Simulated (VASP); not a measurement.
Input of a VASP 6.6.1 run:

Contents of INCAR:

```
SYSTEM = CaMn3
PREC = Accurate
ENCUT = 500
EDIFF = 1E-6
ISMEAR = 0
SIGMA = 0.1
LREAL = .False.
LASPH = .True.
NELM = 200
ALGO = Normal
ISIF = 2
LWAVE = .False.
LCHARG = .False.
ISPIN = 2
MAGMOM = 0 4 4 4
LORBIT = 11
LMAXMIX = 4
GGA = PE
NBANDS = 36
GGA_COMPAT = .False.
```

Contents of KPOINTS:

```
Automatic mesh
0
Gamma
  4 4 4
  0 0 0
```

File POSCAR:

```
CaMn3
1.0
    4.0364444511      0.0000000000      0.0000000000
    0.0000000000      4.0364444511      0.0000000000
    0.0000000000      0.0000000000      4.0364444511
Ca Mn
1 3
Direct
    0.0000000000      0.0000000000      0.0000000000
    0.0000000000      0.5000000000      0.5000000000
    0.5000000000      0.0000000000      0.5000000000
    0.5000000000      0.5000000000      0.0000000000
```

Potentials or basis: VASP PAW PBE potentials, release 64 (Ca_sv, Mn_pv).

Run with:

```sh
$ cat potpaw_PBE.64/Ca_sv/POTCAR potpaw_PBE.64/Mn_pv/POTCAR > POTCAR
$ mpirun -np 1 vasp_std > vasp.out
```

**Question.** Estimate the site moments.

**Answer.** Ca -0.06; Mn +3.28 μB.

**Question.** Predict the pressure.

**Answer.** 5.6 GPa.

Caveat: the k points lie up to 0.39 Å⁻¹ apart.
